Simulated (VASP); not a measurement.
# Re (P6_3/mmc) in VASP: a series of runs

Runs on Re. Level: PBEsol. Tasks: single point.

Everything below comes from runs of VASP 6.6.1. Logs are shortened: lines on timing, memory, paths and dates and some standing lists are left out, and cuts for length are marked.

### Step 1. The cell of the first run

The structure is hexagonal, space group P6_3/mmc (No. 194). Conventional cell: a = 2.704 Å, b = 2.704 Å, c = 4.976 Å, α = 90.00°, β = 90.00°, γ = 120.00°. Within 3.6 Å of Re (site symmetry -6m2) lie 12 Re at 2.70 to 2.94 Å.

### Step 2. Single point, PBEsol

INCAR reads:

```
SYSTEM = Re
  ALGO = Fast
  EDIFF = 1E-6
  ENCUT = 520
  GGA = PS
  ISIF = 2
  ISMEAR = 0
  LASPH = .TRUE.
  LCHARG = .FALSE.
  LREAL = .FALSE.
  LWAVE = .FALSE.
  NBANDS = 14
  NELM = 80
  PREC = Accurate
  SIGMA = 0.15
```

KPOINTS reads:

```
k-points
0
G
  18 18 10
  0 0 0
```

POSCAR reads:

```
Re
1.0
    2.7045000000      0.0000000000      0.0000000000
   -1.3522500000      2.3421657045      0.0000000000
    0.0000000000      0.0000000000      4.9765000000
Re
2
Direct
    0.3333333333      0.6666666667      0.2500000000
    0.6666666667      0.3333333333      0.7500000000
```

Potentials or basis: VASP PAW PBE potentials, release 64 (Re).

Launch:

```
> cat potpaw_PBE.64/Re/POTCAR > POTCAR
> mpirun -np 1 vasp_std > vasp.out
```

OUTCAR:

```text
SYSTEM = Re
   EDIFF = 1E-6
   ENCUT = 520
   GGA = PS
   ISIF = 2
   ISMEAR = 0
   LASPH = .TRUE.
   LREAL = .FALSE.
   NELM = 80
   PREC = Accurate

 ion  position               nearest neighbor table
   1  0.333  0.667  0.250-   2 2.94   2 2.94   2 2.94   2 2.94   2 2.94   2 2.94
   2  0.667  0.333  0.750-   1 2.94   1 2.94   1 2.94   1 2.94   1 2.94   1 2.94

  LATTYP: Found a hexagonal cell.
 ALAT       =     2.7045000000
 C/A-ratio  =     1.8400813459

  Lattice vectors:

 A1 = (   2.7045000000,   0.0000000000,   0.0000000000)
 A2 = (  -1.3522500000,   2.3421657045,   0.0000000000)
 A3 = (   0.0000000000,   0.0000000000,   4.9765000000)

Analysis of symmetry for initial positions (statically):
=====================================================================
 Subroutine PRICEL returns:
 Original cell was already a primitive cell.

 Routine SETGRP: Setting up the symmetry group for a
 hexagonal supercell.

 Subroutine GETGRP returns: Found 24 space group operations
 (whereof 12 operations were pure point group operations)
 out of a pool of 24 trial point group operations.

The static configuration has the point symmetry D_3d.
 The point group associated with its full space group is D_6h.

Analysis of symmetry for dynamics (positions and initial velocities):
=====================================================================
 Subroutine PRICEL returns:
 Original cell was already a primitive cell.

 Routine SETGRP: Setting up the symmetry group for a
 hexagonal supercell.

 Subroutine GETGRP returns: Found 24 space group operations
 (whereof 12 operations were pure point group operations)
 out of a pool of 24 trial point group operations.

The dynamic configuration has the point symmetry D_3d.
 The point group associated with its full space group is D_6h.

 Subroutine INISYM returns: Found 24 space group operations
 (whereof 12 operations are pure point group operations),
 and found     1 'primitive' translations

----------------------------------------------------------------------------------------

                                     Primitive cell

  volume of cell :      31.5231

  direct lattice vectors                    reciprocal lattice vectors
     2.704500000  0.000000000  0.000000000     0.369754114  0.213477637  0.000000000
    -1.352250000  2.342165705  0.000000000     0.000000000  0.426955274  0.000000000
     0.000000000  0.000000000  4.976500000     0.000000000  0.000000000  0.200944439

  length of vectors
     2.704500000  2.704500000  4.976500000     0.426955274  0.426955274  0.200944439

  position of ions in fractional coordinates (direct lattice)
     0.333333333  0.666666667  0.250000000
     0.666666667  0.333333333  0.750000000

  ion indices of the primitive-cell ions
   primitive index   ion index
                 1           1
                 2           2

----------------------------------------------------------------------------------------

 KPOINTS: k-points

Automatic generation of k-mesh.
 Grid dimensions read from file:
 generate k-points for:   18   18   10

 Generating k-lattice:

  Cartesian coordinates                     Fractional coordinates (reciprocal lattice)
     0.020541895  0.011859869  0.000000000     0.055555556 -0.000000000  0.000000000
     0.000000000  0.023719737  0.000000000     0.000000000  0.055555556  0.000000000
     0.000000000  0.000000000  0.020094444     0.000000000  0.000000000  0.100000000

  Length of vectors
     0.023719737  0.023719737  0.020094444

  Shift w.r.t. Gamma in fractional coordinates (k-lattice)
     0.000000000  0.000000000  0.000000000

 Subroutine IBZKPT returns following result:
 ===========================================

 Found    222 irreducible k-points:

 Following reciprocal coordinates:
            Coordinates               Weight
  0.000000  0.000000  0.000000      1.000000
  0.055556  0.000000  0.000000      6.000000
  0.111111  0.000000  0.000000      6.000000
  0.166667  0.000000  0.000000      6.000000
  0.222222  0.000000  0.000000      6.000000
  0.277778  0.000000  0.000000      6.000000
[... 16 lines left out ...]
  0.333333  0.111111  0.000000     12.000000
  0.388889  0.111111  0.000000     12.000000
 [... further k-points ...]
   k-points           NKPTS =    222   k-points in BZ     NKDIM =    222   number of bands    NBANDS=     14
   number of dos      NEDOS =    301   number of ions     NIONS =      2
   total plane-waves  NPLWV =  16000
   dimension x,y,z NGX =    20 NGY =   20 NGZ =   40
   dimension x,y,z NGXF=    40 NGYF=   40 NGZF=   80
   ions per type =               2
   NGX,Y,Z   is equivalent  to a cutoff of  12.29, 12.29, 13.36 a.u.
   NGXF,Y,Z  is equivalent  to a cutoff of  24.59, 24.59, 26.72 a.u.
 SYSTEM =  Re
   PREC   = accura    normal or accurate (medium, high low for compatibility)
   ISTART =      0    job   : 0-new  1-cont  2-samecut
   ICHARG =      2    charge: 1-file 2-atom 10-const
   ISPIN  =      1    spin polarized calculation?
   LNONCOLLINEAR =      F non collinear calculations
   LSORBIT =      F    spin-orbit coupling
   LASPH  =      T    aspherical Exc in radial PAW
   ENCUT  =  520.0 eV  38.22 Ry    6.18 a.u.   5.03  5.03  9.25*2*pi/ulx,y,z
   NELM   =     80;   NELMIN=  2; NELMDL= -5     # of ELM steps
   EDIFF  = 0.1E-05   stopping-criterion for ELM
   LREAL  =      F    real-space projection
   EDIFFG = 0.1E-04   stopping-criterion for IOM
   NSW    =      0    number of steps for IOM
   IBRION =     -1    ionic relax: 0-MD 1-quasi-New 2-CG
   NFREE  =      0    steps in history (QN), initial steepest desc. (CG)
   ISIF   =      2    stress and relaxation
   ISYM   =      2    0-nonsym 1-usesym 2-fastsym
   POTIM  = 0.5000    time-step for ionic-motion
   TEBEG  =    0.0;   TEEND  =   0.0 temperature during run
   PSTRESS=    0.0 pullay stress
   NELECT =      14.0000    total number of electrons
   NUPDOWN=      -1.0000    fix difference up-down
   EMIN   =  10.00;   EMAX   =-10.00  energy-range for DOS
   EFERMI =   0.00;   METHOD = LEGACY
   ISMEAR =     0;   SIGMA  =   0.15  broadening in eV -4-tet -1-fermi 0-gaus
   EFERMI_NEDOS =   21; number of points for ismear=-14 and -15
   IALGO  =     68    algorithm
   IMIX   =      4    mixing-type and parameters
     AMIX     =   0.40;   BMIX     =  1.00
     AMIX_MAG =   1.60;   BMIX_MAG =  1.00
  volume/ion in A,a.u.               =      15.76       106.36
  Fermi-wavevector in a.u.,A,eV,Ry     =   1.249035  2.360334 21.226295  1.560089
  Thomas-Fermi vector in A             =   2.383094
   LORBIT       =      0    0 simple, 1 ext, 2 COOP (PROOUT), +10 PAW based schemes
   GGA     = PS    functional components
   LHFCALC =     F    Hartree Fock is set to
   AEXX    =    0.0000 exact exchange contribution
   IVDW    =     0    specifies the selected vdW correction
   LEPSILON=     F    determine dielectric tensor
   LRPA    =     F    only Hartree local field effects (RPA)
 non-spin polarized calculation
 RMM-DIIS sequential band-by-band and
 Gauss-broadening in eV      SIGMA  =   0.15
  energy-cutoff  :      520.00
  volume of cell :       31.52
 maximum number of plane-waves:       866
 NGX is ok and might be reduce to    20
   NGX =  9   NGY =  9   NGZ = 19

 number of electron      14.0000000 magnetization

 Free energy of the ion-electron system (eV)
  ---------------------------------------------------
  ext. energy  EPLUGINS =         0.00000000
  ---------------------------------------------------
  free energy    TOTEN  =       -26.11572643 eV

  energy without entropy =      -26.08877037  energy(sigma->0) =      -26.10224840

 E-fermi :   7.1562     XC(G=0): -13.4310

 val. band max:        7.1547209888   @ k =   0.1667   0.0556   0.2000
 cond. band min:       7.1629741517   @ k =   0.1667   0.0000   0.0000
 fundamental gap:      0.0082531630
 Fermi energy:         7.1561962737

 k-point     1 :       0.0000    0.0000    0.0000
  band No.  band energies     occupation
      1      -2.5124      2.00000
      2       0.3967      2.00000
      3       4.1102      2.00000
      4       5.6628      2.00000
      5       5.6628      2.00000
      6       6.1112      2.00000
      7       6.1112      2.00000
      8       6.1796      2.00000
      9       8.1756      0.00000
     10       8.1756      0.00000
     11      10.0581      0.00000
     12      10.0581      0.00000
     13      14.3331      0.00000
     14      21.2887      0.00000

 k-point     2 :       0.0556    0.0000    0.0000
  band No.  band energies     occupation
      1      -2.3808      2.00000
      2       0.5376      2.00000
      3       4.1638      2.00000
      4       5.5672      2.00000
      5       5.7858      2.00000
      6       5.9146      2.00000
      7       6.0039      2.00000
      8       6.2314      2.00000
      9       7.9880      0.00000
     10       8.0829      0.00000
     11      10.0902      0.00000
     12      10.4282      0.00000
     13      14.3097      0.00000
     14      21.5862      0.00000

 k-point     3 :       0.1111    0.0000    0.0000
  band No.  band energies     occupation
      1      -1.9986      2.00000
      2       0.9367      2.00000
      3       4.2736      2.00000
      4       5.2919      2.00000
      5       5.3523      2.00000
      6       5.7535      2.00000
      7       6.1505      2.00000
      8       6.5874      2.00000
      9       7.5542      0.00018
     10       7.8404      0.00000
     11      10.1595      0.00000
     12      11.2748      0.00000
     13      14.2337      0.00000
     14      22.2363      0.00000
[... 324 lines left out ...]
 k-point    23 :       0.3333    0.1111    0.0000
  band No.  band energies     occupation
      1       1.5604      2.00000
      2       2.0703      2.00000
      3       2.3508      2.00000
      4       4.5676      2.00000
      5       4.9666      2.00000
      6       5.6708      2.00000
      7       6.0903      2.00000
      8       8.5350      0.00000
      9       9.7498      0.00000
     10      10.3939      0.00000
     11      11.8828      0.00000
     12      14.8799      0.00000
     13      16.9465      0.00000
     14      17.3188      0.00000

 k-point    24 :       0.3889    0.1111    0.0000
  band No.  band energies     occupation
      1       1.7260      2.00000
      2       1.8822      2.00000
      3       2.1419      2.00000
      4       4.8366      2.00000
      5       5.0780      2.00000
      6       5.8570      2.00000
      7       5.8744      2.00000
      8       9.6499      0.00000
      9       9.7028      0.00000
     10      10.6879      0.00000
     11      12.8528      0.00000
     12      15.2954      0.00000
     13      16.5278      0.00000
     14      17.5648      0.00000

 [... further k-points ...]

------------------------ aborting loop because EDIFF is reached ----------------------------------------

  FORCE on cell =-STRESS in cart. coord.  units (eV):
  Direction    XX          YY          ZZ          XY          YZ          ZX
  --------------------------------------------------------------------------------------
  -------------------------------------------------------------------------------------
  Total       -0.9593500     -0.9593500    -10.1810579     -0.0000000      0.0000000     -0.0000000
  in kB      -48.7594802    -48.7594802   -517.4577281     -0.0000000      0.0000000     -0.0000000
  external PRESSURE =    -204.9922295 kB  Pullay stress =       0.0000000 kB

 VOLUME and BASIS-vectors are now :
 -----------------------------------------------------------------------------
  energy-cutoff  :      520.00
  volume of cell :       31.52
      direct lattice vectors                 reciprocal lattice vectors
     2.704500000  0.000000000  0.000000000     0.369754114  0.213477637  0.000000000
    -1.352250000  2.342165705  0.000000000     0.000000000  0.426955274  0.000000000
     0.000000000  0.000000000  4.976500000     0.000000000  0.000000000  0.200944439

 POSITION                                       TOTAL-FORCE (eV/Angst)
 -----------------------------------------------------------------------------------
     -0.00000      1.56144      1.24412        -0.000000     -0.000000      0.000000
      1.35225      0.78072      3.73237         0.000000      0.000000      0.000000
 -----------------------------------------------------------------------------------
    total drift:                               -0.000000      0.000000     -0.000000

  FREE ENERGIE OF THE ION-ELECTRON SYSTEM (eV)
  ---------------------------------------------------
  free  energy   TOTEN  =       -26.1157264309 eV

  energy  without entropy=      -26.0887703682  energy(sigma->0) =      -26.10224840
```

Run time: 39 s. Hardware: 1 thread of Intel Xeon 6975P-C (Granite Rapids), shared host; peak memory 0.21 GiB.

Results:

| Property | Result |
| --- | --- |
| Free energy | -26.1157 eV |
| Pressure | -20.5 GPa |
| Band gap on the k mesh | zero (bands 7 and 8 overlap by 2.68 eV) |

Caveat: the cell stands under tension; the PAW data sets were made with another functional, which shifts forces and pressure a little; spin-orbit coupling is left out, which moves the levels of the heavy elements.

### Step 3. Single point, PBEsol

This run uses another cell than the first one, of 15.72 Å³/atom.

INCAR reads:

```
SYSTEM = Re
PREC = Accurate
ENCUT = 520
EDIFF = 1E-7
ISMEAR = 0
SIGMA = 0.15
LREAL = .FALSE.
LASPH = .TRUE.
NELM = 60
ALGO = Normal
ISIF = 2
LWAVE = .FALSE.
LCHARG = .TRUE.
GGA = PS
LELF = .TRUE.
LVHAR = .TRUE.
NBANDS = 14
```

KPOINTS reads:

```
regular mesh
0
G
  18 18 10
  0 0 0
```

POSCAR reads:

```
Re
1.0
    2.7502953086      0.0000000000      0.0000000000
   -1.3751476543      2.3818256051      0.0000000000
    0.0000000000      0.0000000000      4.7988000000
Re
2
Direct
    0.3333333333      0.6666666667      0.2500000000
    0.6666666667      0.3333333333      0.7500000000
```

Potentials or basis: VASP PAW PBE potentials, release 64 (Re).

Launch:

```
> cat potpaw_PBE.64/Re/POTCAR > POTCAR
> mpirun -np 1 vasp_std > vasp.out
```

Run time: 41 s. Hardware: 1 thread of Intel Xeon 6975P-C (Granite Rapids), shared host; peak memory 0.2 GiB.

The run converged. Its results:

```
Free energy            : -26.3955 eV
Pressure               : -23.9 GPa
Band gap on the k mesh : zero (bands 7 and 8 overlap by 2.68 eV)
```

Stress tensor (GPa, compression positive):
```
-14.13   0.00   0.00
  0.00 -14.13   0.00
  0.00   0.00 -43.38
```

Levels at points of the mesh, in eV from the Fermi level:
```
           k point  band 5  band 6  band 7  band 8  band 9  band 10
(0.00, 0.00, 0.00)   -1.43   -0.87   -0.87   -0.39    0.70     0.70
(0.50, 0.00, 0.00)   -1.51   -1.28   -1.15    3.41    4.10     4.41
(0.00, 0.00, 0.50)   -1.42   -1.42   -1.42   -1.42    2.22     2.22
(0.50, 0.00, 0.50)    0.55    0.55    0.75    0.75    4.06     4.06
```

Caveat: the cell stands under tension; the PAW data sets were made with another functional, which shifts forces and pressure a little; spin-orbit coupling is left out, which moves the levels of the heavy elements.

### Step 4. Single point, PBEsol

This run uses another cell than the first one, of 16.04 Å³/atom.

INCAR reads:

```
SYSTEM = Re
PREC     = Accurate       ! precision mode
ENCUT    = 520            ! plane-wave cutoff, eV
EDIFF    = 1E-7           ! SCF threshold, eV
ISMEAR   = 0              ! smearing method
SIGMA    = 0.15           ! smearing width, eV
LREAL    = .False.        ! projectors in reciprocal space
LASPH    = .True.         ! aspherical terms in the spheres
NELM     = 60             ! most SCF steps
ALGO     = Normal         ! electronic algorithm
ISIF     = 2              ! what is computed and relaxed
LWAVE    = .False.        ! write WAVECAR
LCHARG   = .False.        ! write CHGCAR
GGA      = PS             ! functional
NBANDS   = 14             ! bands
```

KPOINTS reads:

```
regular mesh
0
Gamma
  18 18 10
  0 0 0
```

POSCAR reads:

```
Re
1.0
    2.8878000000      0.0000000000      0.0000000000
   -1.4439000000      2.5009081610      0.0000000000
    0.0000000000      0.0000000000      4.4432902328
Re
2
Direct
    0.3333333333      0.6666666667      0.2500000000
    0.6666666667      0.3333333333      0.7500000000
```

Launch:

```
> cat potpaw_PBE.64/Re/POTCAR > POTCAR
> mpirun -np 1 vasp_std > vasp.out
```

It took 41 s on 1 thread of Intel Xeon 6975P-C (Granite Rapids), shared host; peak memory 0.22 GiB.

The run converged. Its results:

* Free energy: -26.3859 eV
* Pressure: -30.4 GPa
* Band gap on the k mesh: zero (bands 7 and 8 overlap by 2.94 eV)

Stress tensor (GPa, compression positive):
```
-35.00   0.00   0.00
  0.00 -35.00   0.00
  0.00   0.00 -21.23
```

Levels at points of the mesh, in eV from the Fermi level:
| k point | band 3 | band 4 | band 5 | band 6 | band 7 | band 8 | band 9 | band 10 | band 11 | band 12 |
| --- | --- | --- | --- | --- | --- | --- | --- | --- | --- | --- |
| (0.00, 0.00, 0.00) | -1.42 | -1.42 | -0.80 | -0.57 | -0.57 | -0.16 | -0.16 | 1.03 | 3.03 | 3.03 |
| (0.50, 0.00, 0.00) | -4.53 | -1.99 | -1.83 | -0.87 | -0.18 | 3.14 | 3.73 | 4.14 | 5.25 | 6.17 |
| (0.00, 0.00, 0.50) | -1.82 | -1.82 | -1.66 | -1.66 | -1.66 | -1.66 | 2.34 | 2.34 | 2.34 | 2.34 |
| (0.50, 0.00, 0.50) | -3.39 | -3.39 | 0.23 | 0.23 | 0.78 | 0.78 | 3.50 | 3.50 | 4.28 | 4.28 |

Caveat: the cell stands under tension; the PAW data sets were made with another functional, which shifts forces and pressure a little; spin-orbit coupling is left out, which moves the levels of the heavy elements.

### Step 5. The runs side by side

| cell | gap on the mesh (eV) | pressure (GPa) |
| --- | --- | --- |
| a = 2.704, b = 2.704, c = 4.976 Å, angles 90.0, 90.0, 120.0°, 2 atoms | none | -20.5 |
| a = 2.750, b = 2.750, c = 4.799 Å, angles 90.0, 90.0, 120.0°, 2 atoms | none | -23.9 |
| a = 2.888, b = 2.888, c = 4.443 Å, angles 90.0, 90.0, 120.0°, 2 atoms | none | -30.4 |

Alike in all rows: task single point; level PBEsol; potentials or basis VASP PAW PBE potentials, release 64 (Re); no spin polarisation; k mesh 18 × 18 × 10; cutoff (eV) 520; smearing gaussian 0.15 eV.

Caveats: the cell stands under tension; the PAW data sets were made with another functional, which shifts forces and pressure a little; spin-orbit coupling is left out, which moves the levels of the heavy elements.

Total energies depend on the potentials used, so only differences within one code and one set of settings carry meaning.
